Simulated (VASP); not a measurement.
# Mo (Im-3m) in VASP: notebook

The runs below take Mo through single point, relaxation of cell and atoms, with PBEsol.

All numbers are computed with VASP 6.6.1; they aren't measurements. Logs are shortened: lines on timing, memory, paths and dates and some standing lists are left out, and cuts for length are marked.

### Step 1. The cell of the first run

Symmetry: Im-3m, No. 229, cubic system. Conventional cell: a = 3.002 Å, b = 3.002 Å, c = 3.002 Å, α = 90.00°, β = 90.00°, γ = 90.00°. Mo (site symmetry m-3m) has 14 Mo at 2.60 to 3.00 Å within 3.4 Å.

### Step 2. Single point, PBEsol

INCAR reads:

```
ALGO = Normal ; EDIFF = 1E-6
ENCUT = 520 ; GGA = PS
ISIF = 2 ; ISMEAR = -1
LASPH = True ; LCHARG = False
LREAL = False ; LWAVE = False
NBANDS = 13 ; NELM = 100
PREC = Accurate ; SIGMA = 0.1
```

KPOINTS reads:

```
k-points
0
Gamma
  20 20 20
```

POSCAR reads:

```
Mo
1.0
   -1.5012165497      1.5012165497      1.5012165497
    1.5012165497     -1.5012165497      1.5012165497
    1.5012165497      1.5012165497     -1.5012165497
Mo
1
Direct
    0.0000000000      0.0000000000      0.0000000000
```

Potentials or basis: VASP PAW PBE potentials, release 64 (Mo_sv).

Command:

```
cat potpaw_PBE.64/Mo_sv/POTCAR > POTCAR
mpirun -np 1 vasp_std > vasp.out
```

OUTCAR:

```text
EDIFF = 1E-6
   ENCUT = 520
   GGA = PS
   ISIF = 2
   ISMEAR = -1
   LASPH = True
   LREAL = False
   NELM = 100
   PREC = Accurate

 ion  position               nearest neighbor table
   1  0.000  0.000  0.000-

  LATTYP: Found a body centered cubic cell.
 ALAT       =     3.0024330994

  Lattice vectors:

 A1 = (  -1.5012165497,   1.5012165497,   1.5012165497)
 A2 = (   1.5012165497,  -1.5012165497,   1.5012165497)
 A3 = (   1.5012165497,   1.5012165497,  -1.5012165497)

Analysis of symmetry for initial positions (statically):
=====================================================================
 Subroutine PRICEL returns:
 Original cell was already a primitive cell.

 Routine SETGRP: Setting up the symmetry group for a
 body centered cubic supercell.

 Subroutine GETGRP returns: Found 48 space group operations
 (whereof 48 operations were pure point group operations)
 out of a pool of 48 trial point group operations.

The static configuration has the point symmetry O_h .

Analysis of symmetry for dynamics (positions and initial velocities):
=====================================================================
 Subroutine PRICEL returns:
 Original cell was already a primitive cell.

 Routine SETGRP: Setting up the symmetry group for a
 body centered cubic supercell.

 Subroutine GETGRP returns: Found 48 space group operations
 (whereof 48 operations were pure point group operations)
 out of a pool of 48 trial point group operations.

The dynamic configuration has the point symmetry O_h .

 Subroutine INISYM returns: Found 48 space group operations
 (whereof 48 operations are pure point group operations),
 and found     1 'primitive' translations

----------------------------------------------------------------------------------------

                                     Primitive cell

  volume of cell :      13.5329

  direct lattice vectors                    reciprocal lattice vectors
    -1.501216550  1.501216550  1.501216550     0.000000000  0.333063208  0.333063208
     1.501216550 -1.501216550  1.501216550     0.333063208  0.000000000  0.333063208
     1.501216550  1.501216550 -1.501216550     0.333063208  0.333063208  0.000000000

  length of vectors
     2.600183337  2.600183337  2.600183337     0.471022506  0.471022506  0.471022506

  position of ions in fractional coordinates (direct lattice)
     0.000000000  0.000000000  0.000000000

  ion indices of the primitive-cell ions
   primitive index   ion index
                 1           1
[... 73 lines left out ...]
   LREAL  =      F    real-space projection
   EDIFFG = 0.1E-04   stopping-criterion for IOM
   NSW    =      0    number of steps for IOM
   IBRION =     -1    ionic relax: 0-MD 1-quasi-New 2-CG
   NFREE  =      0    steps in history (QN), initial steepest desc. (CG)
   ISIF   =      2    stress and relaxation
   ISYM   =      2    0-nonsym 1-usesym 2-fastsym
   POTIM  = 0.5000    time-step for ionic-motion
   TEBEG  =    0.0;   TEEND  =   0.0 temperature during run
   PSTRESS=    0.0 pullay stress
   NELECT =      14.0000    total number of electrons
   NUPDOWN=      -1.0000    fix difference up-down
   EMIN   =  10.00;   EMAX   =-10.00  energy-range for DOS
   EFERMI =   0.00;   METHOD = LEGACY
   ISMEAR =    -1;   SIGMA  =   0.10  broadening in eV -4-tet -1-fermi 0-gaus
   EFERMI_NEDOS =   21; number of points for ismear=-14 and -15
   IALGO  =     38    algorithm
   IMIX   =      4    mixing-type and parameters
     AMIX     =   0.40;   BMIX     =  1.00
     AMIX_MAG =   1.60;   BMIX_MAG =  1.00
  volume/ion in A,a.u.               =      13.53        91.32
  Fermi-wavevector in a.u.,A,eV,Ry     =   1.655722  3.128861 37.299234  2.741416
  Thomas-Fermi vector in A             =   2.743770
   LORBIT       =      0    0 simple, 1 ext, 2 COOP (PROOUT), +10 PAW based schemes
   GGA     = PS    functional components
   LHFCALC =     F    Hartree Fock is set to
   AEXX    =    0.0000 exact exchange contribution
   IVDW    =     0    specifies the selected vdW correction
   LEPSILON=     F    determine dielectric tensor
   LRPA    =     F    only Hartree local field effects (RPA)
 non-spin polarized calculation
  energy-cutoff  :      520.00
  volume of cell :       13.53
 maximum number of plane-waves:       376
   NGX =  9   NGY =  9   NGZ =  9

 number of electron      14.0000002 magnetization

 Free energy of the ion-electron system (eV)
  ---------------------------------------------------
  ext. energy  EPLUGINS =         0.00000000
  ---------------------------------------------------
  free energy    TOTEN  =       -11.55289913 eV

  energy without entropy =      -11.53285912  energy(sigma->0) =      -11.54287913

 E-fermi :  14.9695     XC(G=0): -14.3604

 val. band max:       14.9448953869   @ k =  -0.2500   0.3500   0.1000
 cond. band min:      14.9705587940   @ k =  -0.3000   0.3000   0.1500
 fundamental gap:      0.0256634071
 Fermi energy:        14.9694832114

 k-point     1 :       0.0000    0.0000    0.0000
  band No.  band energies     occupation
      1     -46.3433      2.00000
      2     -19.2038      2.00000
      3     -19.2038      2.00000
      4     -19.2038      2.00000
      5       7.2371      2.00000
      6      13.2451      2.00000
      7      13.2451      2.00000
      8      13.2451      2.00000
      9      16.8351      0.00000
     10      16.8351      0.00000
     11      29.8964      0.00000
     12      29.8964      0.00000
     13      29.8964      0.00000
[... 354 lines left out ...]
  band No.  band energies     occupation
      1     -46.0198      2.00000
      2     -20.7025      2.00000
      3     -19.6891      2.00000
      4     -19.2978      2.00000
      5       9.6743      2.00000
      6      11.5414      2.00000
      7      13.1741      2.00000
      8      16.1030      0.00002
      9      17.5174      0.00000
     10      18.1163      0.00000
     11      29.9689      0.00000
     12      32.0155      0.00000
     13      35.6512      0.00000

 [... further k-points ...]
[... 5 lines left out ...]
  --------------------------------------------------------------------------------------
  -------------------------------------------------------------------------------------
  Total        3.8838493      3.8838493      3.8838493      0.0000000     -0.0000000      0.0000000
  in kB      459.8147806    459.8147806    459.8147806      0.0000000     -0.0000000      0.0000000
  external PRESSURE =     459.8147806 kB  Pullay stress =       0.0000000 kB

 VOLUME and BASIS-vectors are now :
 -----------------------------------------------------------------------------
  energy-cutoff  :      520.00
  volume of cell :       13.53
      direct lattice vectors                 reciprocal lattice vectors
    -1.501216550  1.501216550  1.501216550     0.000000000  0.333063208  0.333063208
     1.501216550 -1.501216550  1.501216550     0.333063208  0.000000000  0.333063208
     1.501216550  1.501216550 -1.501216550     0.333063208  0.333063208  0.000000000

 POSITION                                       TOTAL-FORCE (eV/Angst)
 -----------------------------------------------------------------------------------
      0.00000      0.00000      0.00000         0.000000      0.000000     -0.000000
 -----------------------------------------------------------------------------------
    total drift:                                0.000000     -0.000000      0.000000

  FREE ENERGIE OF THE ION-ELECTRON SYSTEM (eV)
  ---------------------------------------------------
  free  energy   TOTEN  =       -11.5528991314 eV

  energy  without entropy=      -11.5328591200  energy(sigma->0) =      -11.54287913
```

Wall time 21 s (1 thread of Intel Xeon Platinum 8488C (Sapphire Rapids), shared host); peak memory 0.16 GiB.

Results:

| Quantity | Value |
| --- | --- |
| Free energy | -11.5529 eV |
| Pressure | 46.0 GPa |
| Band gap on the k mesh | zero (bands 7 and 8 overlap by 6.59 eV) |

Caveat: the cell stands under pressure; the PAW data sets were made with another functional, which shifts forces and pressure a little.

### Step 3. Relaxation of cell and atoms, PBEsol, target pressure 45 GPa, at which the enthalpy is minimised

This run uses another cell than the first one, of 13.50 Å³/atom.

INCAR reads:

```
SYSTEM = Mo
PREC = Accurate
ENCUT = 600
EDIFF = 1E-6
ISMEAR = -1
SIGMA = 0.1
LREAL = .False.
LASPH = .True.
NELM = 60
ALGO = Fast
ISIF = 3
LWAVE = .False.
LCHARG = .False.
GGA = PS
IBRION = 2
NSW = 80
EDIFFG = -0.002
PSTRESS = 450.0
```

KPOINTS reads:

```
Automatic mesh
0
Gamma
  20 20 20
  0 0 0
```

POSCAR reads:

```
Mo
1.0
   -1.5000528797      1.5000528797      1.5000528797
    1.5000528797     -1.5000528797      1.5000528797
    1.5000528797      1.5000528797     -1.5000528797
Mo
1
Direct
    0.0000000000      0.0000000000      0.0000000000
```

Potentials or basis: VASP PAW PBE potentials, release 64 (Mo_sv).

Command:

```
cat potpaw_PBE.64/Mo_sv/POTCAR > POTCAR
mpirun -np 1 vasp_std > vasp.out
```

Run time: 2.2 min. Hardware: 1 thread of Intel Xeon Platinum 8488C (Sapphire Rapids), shared host; peak memory 0.19 GiB.

The run converged. Its results:

```
Free energy                                                : -11.5604 eV
Relaxed volume                                             : 13.56 Å³/atom
Relaxed cell                                               : a = 2.602 Å, b = 2.602 Å, c = 2.602 Å, α = 109.47°, β = 109.47°, γ = 109.47°
Space group after relaxing (to 0.1 Å)                      : Im-3m (No. 229)
Energy change on relaxing (the run minimises the enthalpy) : -16.7 meV/atom
Ionic steps                                                : 15
Pressure after relaxing                                    : 45.0 GPa
Band gap on the k mesh                                     : zero (bands 7 and 8 overlap by 6.57 eV)
```

Step by step:
```csv
step,energy change (eV),largest force (eV/Å),pressure (GPa),volume (Å³)
1,0.0000,0.0000,46.95,13.50
2,-0.0841,0.0000,36.50,13.82
3,-0.0169,0.0000,45.36,13.56
4,-0.0198,0.0000,44.79,13.57
5,-0.0187,0.0000,44.70,13.57
6,-0.0178,0.0000,44.84,13.56
7,-0.0173,0.0000,44.92,13.56
8,-0.0140,0.0000,45.34,13.55
9,-0.0167,0.0000,45.13,13.56
10,-0.0171,0.0000,44.96,13.56
11,-0.0169,0.0000,44.93,13.56
12,-0.0168,0.0000,44.94,13.56
13,-0.0167,0.0000,44.97,13.56
14,-0.0167,0.0000,44.97,13.56
15,-0.0167,0.0000,45.00,13.56
```

Final structure:
```cif
data_structure
_symmetry_space_group_name_H-M 'P 1'
_symmetry_Int_Tables_number 1
_cell_length_a 2.6019
_cell_length_b 2.6019
_cell_length_c 2.6019
_cell_angle_alpha 109.471
_cell_angle_beta 109.471
_cell_angle_gamma 109.471
_cell_volume 13.56
loop_
_atom_site_label
_atom_site_type_symbol
_atom_site_fract_x
_atom_site_fract_y
_atom_site_fract_z
_atom_site_occupancy
Mo1 Mo 0.00000 0.00000 0.00000 1
```

Levels at points of the mesh, in eV from the Fermi level:
| k point | band 5 | band 6 | band 7 | band 8 | band 9 | band 10 |
| --- | --- | --- | --- | --- | --- | --- |
| (0.00, 0.00, 0.00) | -7.73 | -1.72 | -1.72 | -1.72 | 1.86 | 1.86 |
| (0.50, 0.00, 0.00) | -6.31 | -4.20 | 2.00 | 2.24 | 2.76 | 5.83 |
| (0.50, 0.50, 0.50) | -6.71 | -6.71 | 4.85 | 4.85 | 4.85 | 10.19 |

Caveat: the cell is relaxed towards a set pressure, so the run minimises the enthalpy, not the energy; the PAW data sets were made with another functional, which shifts forces and pressure a little. Zero-point motion and thermal expansion aren't in these numbers.

The gap in the log of VASP goes by the Fermi energy; the results here count the filled bands.